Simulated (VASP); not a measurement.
# ZnSe (gw) (F-43m) in VASP: a series of runs

Runs on ZnSe (gw). Level: PBEsol. Tasks: single point.

Program: VASP 6.6.1. These are calculated values, not measurements. Logs are shortened: lines on timing, memory, paths and dates and some standing lists are left out, and cuts for length are marked.

## (1) The cell of the first run

Symmetry: F-43m, No. 216, cubic system. The conventional cell has a = 5.633 Å, b = 5.633 Å, c = 5.633 Å, α = 90.00°, β = 90.00°, γ = 90.00°. Zn (site symmetry -43m) has 4 Se at 2.44 Å within 3.2 Å. Se (site symmetry -43m) has 4 Zn at 2.44 Å within 3.2 Å.

## (2) Single point, PBEsol

Input file INCAR:

```
SYSTEM = ZnSe
  PREC = Accurate
  ENCUT = 500
  EDIFF = 1E-6
  ISMEAR = 0
  SIGMA = 0.01
  LREAL = .False.
  LASPH = .True.
  NELM = 120
  ALGO = Normal
  ISIF = 2
  LWAVE = .False.
  LCHARG = .True.
  GGA = PS
  LELF = .True.
  LVHAR = .True.
  NBANDS = 16
  GGA_COMPAT = .False.
```

Input file KPOINTS:

```
Automatic mesh
0
Gamma
  4 4 4
  0 0 0
```

Input file POSCAR:

```
ZnSe
1.0
    0.0000000000      2.8165981569      2.8165981569
    2.8165981569      0.0000000000      2.8165981569
    2.8165981569      2.8165981569      0.0000000000
Zn Se
1 1
Direct
    0.0000000000      0.0000000000      0.0000000000
    0.2500000000      0.2500000000      0.2500000000
```

Potentials or basis: VASP PAW PBE potentials, release 64 (Zn, Se).

Launch:

```sh
$ cat potpaw_PBE.64/Zn/POTCAR potpaw_PBE.64/Se/POTCAR > POTCAR
$ mpirun -np 1 vasp_std > vasp.out
```

OUTCAR:

```text
SYSTEM = ZnSe
   PREC = Accurate
   ENCUT = 500
   EDIFF = 1E-6
   ISMEAR = 0
   LREAL = .False.
   LASPH = .True.
   NELM = 120
   ISIF = 2
   GGA = PS

 ion  position               nearest neighbor table
   1  0.000  0.000  0.000-   2 2.44   2 2.44   2 2.44   2 2.44
   2  0.250  0.250  0.250-   1 2.44   1 2.44   1 2.44   1 2.44

  LATTYP: Found a face centered cubic cell.
 ALAT       =     5.6331963138

  Lattice vectors:

 A1 = (   0.0000000000,   2.8165981569,   2.8165981569)
 A2 = (   2.8165981569,   0.0000000000,   2.8165981569)
 A3 = (   2.8165981569,   2.8165981569,   0.0000000000)

Analysis of symmetry for initial positions (statically):
=====================================================================
 Subroutine PRICEL returns:
 Original cell was already a primitive cell.

 Routine SETGRP: Setting up the symmetry group for a
 face centered cubic supercell.

 Subroutine GETGRP returns: Found 24 space group operations
 (whereof 24 operations were pure point group operations)
 out of a pool of 48 trial point group operations.

The static configuration has the point symmetry T_d .

Analysis of symmetry for dynamics (positions and initial velocities):
=====================================================================
 Subroutine PRICEL returns:
 Original cell was already a primitive cell.

 Routine SETGRP: Setting up the symmetry group for a
 face centered cubic supercell.

 Subroutine GETGRP returns: Found 24 space group operations
 (whereof 24 operations were pure point group operations)
 out of a pool of 48 trial point group operations.

The dynamic configuration has the point symmetry T_d .

 Subroutine INISYM returns: Found 24 space group operations
 (whereof 24 operations are pure point group operations),
 and found     1 'primitive' translations

----------------------------------------------------------------------------------------

                                     Primitive cell

  volume of cell :      44.6894

  direct lattice vectors                    reciprocal lattice vectors
     0.000000000  2.816598157  2.816598157    -0.177519111  0.177519111  0.177519111
     2.816598157  0.000000000  2.816598157     0.177519111 -0.177519111  0.177519111
     2.816598157  2.816598157  0.000000000     0.177519111  0.177519111 -0.177519111

  length of vectors
     3.983271313  3.983271313  3.983271313     0.307472119  0.307472119  0.307472119

  position of ions in fractional coordinates (direct lattice)
     0.000000000  0.000000000  0.000000000
     0.250000000  0.250000000  0.250000000

  ion indices of the primitive-cell ions
   primitive index   ion index
                 1           1
                 2           2

----------------------------------------------------------------------------------------

 KPOINTS: Automatic mesh

Automatic generation of k-mesh.
 Grid dimensions read from file:
 generate k-points for:    4    4    4

 Generating k-lattice:

  Cartesian coordinates                     Fractional coordinates (reciprocal lattice)
    -0.044379778  0.044379778  0.044379778     0.250000000  0.000000000  0.000000000
     0.044379778 -0.044379778  0.044379778     0.000000000  0.250000000  0.000000000
     0.044379778  0.044379778 -0.044379778     0.000000000  0.000000000  0.250000000

  Length of vectors
     0.076868030  0.076868030  0.076868030

  Shift w.r.t. Gamma in fractional coordinates (k-lattice)
     0.000000000  0.000000000  0.000000000

 Subroutine IBZKPT returns following result:
 ===========================================

 Found      8 irreducible k-points:

 Following reciprocal coordinates:
            Coordinates               Weight
  0.000000  0.000000  0.000000      1.000000
  0.250000  0.000000  0.000000      8.000000
  0.500000  0.000000  0.000000      4.000000
  0.250000  0.250000  0.000000      6.000000
  0.500000  0.250000  0.000000     24.000000
 -0.250000  0.250000  0.000000     12.000000
  0.500000  0.500000  0.000000      3.000000
 -0.250000  0.500000  0.250000      6.000000
   k-points           NKPTS =      8   k-points in BZ     NKDIM =      8   number of bands    NBANDS=     16
   number of dos      NEDOS =    301   number of ions     NIONS =      2
   total plane-waves  NPLWV =  27000
   dimension x,y,z NGX =    30 NGY =   30 NGZ =   30
   dimension x,y,z NGXF=    60 NGYF=   60 NGZF=   60
   ions per type =               1   1
   NGX,Y,Z   is equivalent  to a cutoff of  12.52, 12.52, 12.52 a.u.
   NGXF,Y,Z  is equivalent  to a cutoff of  25.04, 25.04, 25.04 a.u.
 SYSTEM =  ZnSe
   PREC   = accura    normal or accurate (medium, high low for compatibility)
   ISTART =      0    job   : 0-new  1-cont  2-samecut
   ICHARG =      2    charge: 1-file 2-atom 10-const
   ISPIN  =      1    spin polarized calculation?
   LNONCOLLINEAR =      F non collinear calculations
   LSORBIT =      F    spin-orbit coupling
   LASPH  =      T    aspherical Exc in radial PAW
   ENCUT  =  500.0 eV  36.75 Ry    6.06 a.u.   7.26  7.26  7.26*2*pi/ulx,y,z
   NELM   =    120;   NELMIN=  2; NELMDL= -5     # of ELM steps
   EDIFF  = 0.1E-05   stopping-criterion for ELM
   LREAL  =      F    real-space projection
   EDIFFG = 0.1E-04   stopping-criterion for IOM
   NSW    =      0    number of steps for IOM
   IBRION =     -1    ionic relax: 0-MD 1-quasi-New 2-CG
   NFREE  =      0    steps in history (QN), initial steepest desc. (CG)
   ISIF   =      2    stress and relaxation
   ISYM   =      2    0-nonsym 1-usesym 2-fastsym
   POTIM  = 0.5000    time-step for ionic-motion
   TEBEG  =    0.0;   TEEND  =   0.0 temperature during run
   PSTRESS=    0.0 pullay stress
   NELECT =      18.0000    total number of electrons
   NUPDOWN=      -1.0000    fix difference up-down
   EMIN   =  10.00;   EMAX   =-10.00  energy-range for DOS
   EFERMI =   0.00;   METHOD = LEGACY
   ISMEAR =     0;   SIGMA  =   0.01  broadening in eV -4-tet -1-fermi 0-gaus
   EFERMI_NEDOS =   21; number of points for ismear=-14 and -15
   IALGO  =     38    algorithm
   IMIX   =      4    mixing-type and parameters
     AMIX     =   0.40;   BMIX     =  1.00
     AMIX_MAG =   1.60;   BMIX_MAG =  1.00
  volume/ion in A,a.u.               =      22.34       150.79
  Fermi-wavevector in a.u.,A,eV,Ry     =   1.209012  2.284702 19.887787  1.461711
  Thomas-Fermi vector in A             =   2.344603
   LORBIT       =      0    0 simple, 1 ext, 2 COOP (PROOUT), +10 PAW based schemes
   GGA     = PS    functional components
   LHFCALC =     F    Hartree Fock is set to
   AEXX    =    0.0000 exact exchange contribution
   IVDW    =     0    specifies the selected vdW correction
   LEPSILON=     F    determine dielectric tensor
   LRPA    =     F    only Hartree local field effects (RPA)
 non-spin polarized calculation
 Gauss-broadening in eV      SIGMA  =   0.01
  energy-cutoff  :      500.00
  volume of cell :       44.69
 maximum number of plane-waves:      1158
 NGX is ok and might be reduce to    30
   NGX = 15   NGY = 15   NGZ = 15

 number of electron      17.9999998 magnetization

 Free energy of the ion-electron system (eV)
  ---------------------------------------------------
  ext. energy  EPLUGINS =         0.00000000
  ---------------------------------------------------
  free energy    TOTEN  =        -6.69966458 eV

  energy without entropy =       -6.69966458  energy(sigma->0) =       -6.69966458

 E-fermi :   1.8031     XC(G=0):  -9.5963

 val. band max:        1.6792979585   @ k =   0.0000   0.0000   0.0000
 cond. band min:       2.9078678884   @ k =   0.0000   0.0000   0.0000
 fundamental gap:      1.2285699298
 Fermi energy:         1.8031226401

 k-point     1 :       0.0000    0.0000    0.0000
  band No.  band energies     occupation
      1     -11.7222      2.00000
      2      -4.9765      2.00000
      3      -4.9765      2.00000
      4      -4.9765      2.00000
      5      -4.5916      2.00000
      6      -4.5916      2.00000
      7       1.6793      2.00000
      8       1.6793      2.00000
      9       1.6793      2.00000
     10       2.9079      0.00000
     11       7.3799      0.00000
     12       7.3799      0.00000
     13       7.3799      0.00000
     14      11.4698      0.00000
     15      13.1268      0.00000
     16      13.1268      0.00000

 k-point     2 :       0.2500    0.0000    0.0000
  band No.  band energies     occupation
      1     -11.3414      2.00000
      2      -4.9237      2.00000
      3      -4.9237      2.00000
      4      -4.9212      2.00000
      5      -4.5916      2.00000
      6      -4.5916      2.00000
      7      -1.4661      2.00000
      8       1.1793      2.00000
      9       1.1793      2.00000
     10       4.3628      0.00000
     11       8.0266      0.00000
     12       8.0266      0.00000
     13       8.1833      0.00000
     14      12.0446      0.00000
     15      12.0446      0.00000
     16      12.2175      0.00000

 k-point     3 :       0.5000    0.0000    0.0000
  band No.  band energies     occupation
      1     -10.8884      2.00000
      2      -4.8858      2.00000
      3      -4.8858      2.00000
      4      -4.5720      2.00000
      5      -4.5720      2.00000
      6      -4.4253      2.00000
      7      -3.7374      2.00000
      8       0.7729      2.00000
      9       0.7729      2.00000
     10       4.1363      0.00000
     11       7.9550      0.00000
     12       7.9550      0.00000
     13      10.1184      0.00000
     14      12.5713      0.00000
     15      14.7856      0.00000
     16      14.7856      0.00000

 k-point     4 :       0.2500    0.2500    0.0000
  band No.  band energies     occupation
      1     -11.2134      2.00000
      2      -4.9984      2.00000
      3      -4.8611      2.00000
      4      -4.8611      2.00000
      5      -4.6197      2.00000
      6      -4.5660      2.00000
      7      -1.2755      2.00000
      8       0.3682      2.00000
      9       0.3682      2.00000
     10       5.4776      0.00000
     11       5.6376      0.00000
     12       9.6692      0.00000
     13       9.6692      0.00000
     14       9.8257      0.00000
     15      14.0054      0.00000
     16      15.4097      0.00000

 k-point     5 :       0.5000    0.2500    0.0000
  band No.  band energies     occupation
      1     -10.7566      2.00000
      2      -4.8970      2.00000
      3      -4.7998      2.00000
      4      -4.7024      2.00000
      5      -4.5629      2.00000
      6      -4.4465      2.00000
      7      -3.0604      2.00000
      8      -0.8775      2.00000
      9       0.0161      2.00000
     10       5.3074      0.00000
     11       7.2271      0.00000
     12       9.1153      0.00000
     13       9.9621      0.00000
     14      12.6811      0.00000
     15      14.9624      0.00000
     16      15.7766      0.00000

 k-point     6 :      -0.2500    0.2500    0.0000
  band No.  band energies     occupation
      1     -10.9101      2.00000
      2      -4.8760      2.00000
      3      -4.8543      2.00000
      4      -4.7243      2.00000
      5      -4.6046      2.00000
      6      -4.5409      2.00000
      7      -2.5840      2.00000
      8      -0.9826      2.00000
      9       0.7274      2.00000
     10       5.7751      0.00000
     11       7.9597      0.00000
     12       8.4104      0.00000
     13       8.9273      0.00000
     14      11.4456      0.00000
     15      13.6259      0.00000
     16      15.7737      0.00000

 k-point     7 :       0.5000    0.5000    0.0000
  band No.  band energies     occupation
      1     -10.6048      2.00000
      2      -4.9636      2.00000
      3      -4.7117      2.00000
      4      -4.7117      2.00000
      5      -4.5405      2.00000
      6      -4.4059      2.00000
      7      -3.2087      2.00000
      8      -0.6034      2.00000
      9      -0.6034      2.00000
     10       4.4515      0.00000
     11       5.0279      0.00000
     12      12.4217      0.00000
     13      12.9595      0.00000
     14      12.9595      0.00000
     15      15.6518      0.00000
     16      16.1196      0.00000

 k-point     8 :      -0.2500    0.5000    0.2500
  band No.  band energies     occupation
      1     -10.5994      2.00000
      2      -4.8614      2.00000
      3      -4.7605      2.00000
      4      -4.6291      2.00000
      5      -4.6225      2.00000
      6      -4.2730      2.00000
      7      -3.1495      2.00000
      8      -1.2079      2.00000
      9      -1.1234      2.00000
     10       7.0246      0.00000
     11       7.2701      0.00000
     12       8.5612      0.00000
     13       9.2384      0.00000
     14      13.4289      0.00000
     15      15.5011      0.00000
     16      15.7294      0.00000

------------------------ aborting loop because EDIFF is reached ----------------------------------------

  FORCE on cell =-STRESS in cart. coord.  units (eV):
  Direction    XX          YY          ZZ          XY          YZ          ZX
  --------------------------------------------------------------------------------------
  -------------------------------------------------------------------------------------
  Total        0.1792958      0.1792958      0.1792958     -0.0000000      0.0000000      0.0000000
  in kB        6.4280024      6.4280024      6.4280024     -0.0000000      0.0000000      0.0000000
  external PRESSURE =       6.4280024 kB  Pullay stress =       0.0000000 kB

 VOLUME and BASIS-vectors are now :
 -----------------------------------------------------------------------------
  energy-cutoff  :      500.00
  volume of cell :       44.69
      direct lattice vectors                 reciprocal lattice vectors
     0.000000000  2.816598157  2.816598157    -0.177519111  0.177519111  0.177519111
     2.816598157  0.000000000  2.816598157     0.177519111 -0.177519111  0.177519111
     2.816598157  2.816598157  0.000000000     0.177519111  0.177519111 -0.177519111

 POSITION                                       TOTAL-FORCE (eV/Angst)
 -----------------------------------------------------------------------------------
      0.00000      0.00000      0.00000        -0.000000      0.000000     -0.000000
      1.40830      1.40830      1.40830         0.000000      0.000000      0.000000
 -----------------------------------------------------------------------------------
    total drift:                               -0.000000     -0.000000      0.000000

  FREE ENERGIE OF THE ION-ELECTRON SYSTEM (eV)
  ---------------------------------------------------
  free  energy   TOTEN  =        -6.6996645810 eV

  energy  without entropy=       -6.6996645810  energy(sigma->0) =       -6.69966458
```

It used 6.9 s of CPU time on 1 thread of AMD EPYC 9R45 (Zen 5), on a shared host.

Results:

```yaml
Free_energy: -6.6997 eV
Pressure: 0.6 GPa
Band_gap_on_the_k_mesh: 1.23 eV, direct
```

Levels at points of the mesh, in eV from the valence-band top:
| k point | band 5 | band 6 | band 7 | band 8 | band 9 | band 10 | band 11 | band 12 | band 13 | band 14 |
| --- | --- | --- | --- | --- | --- | --- | --- | --- | --- | --- |
| (0.00, 0.00, 0.00) | -6.27 | -6.27 | 0.00 | 0.00 | 0.00 | 1.23 | 5.70 | 5.70 | 5.70 | 9.79 |
| (0.50, 0.00, 0.00) | -6.25 | -6.10 | -5.42 | -0.91 | -0.91 | 2.46 | 6.28 | 6.28 | 8.44 | 10.89 |
| (0.50, 0.50, 0.00) | -6.22 | -6.09 | -4.89 | -2.28 | -2.28 | 2.77 | 3.35 | 10.74 | 11.28 | 11.28 |

Caveat: the k points lie up to 0.48 Å⁻¹ apart; the PAW data sets were made with another functional, which shifts forces and pressure a little. Expect the measured gap to be larger: semilocal functionals such as PBEsol lack the derivative discontinuity.

[end of part 1 of 2]
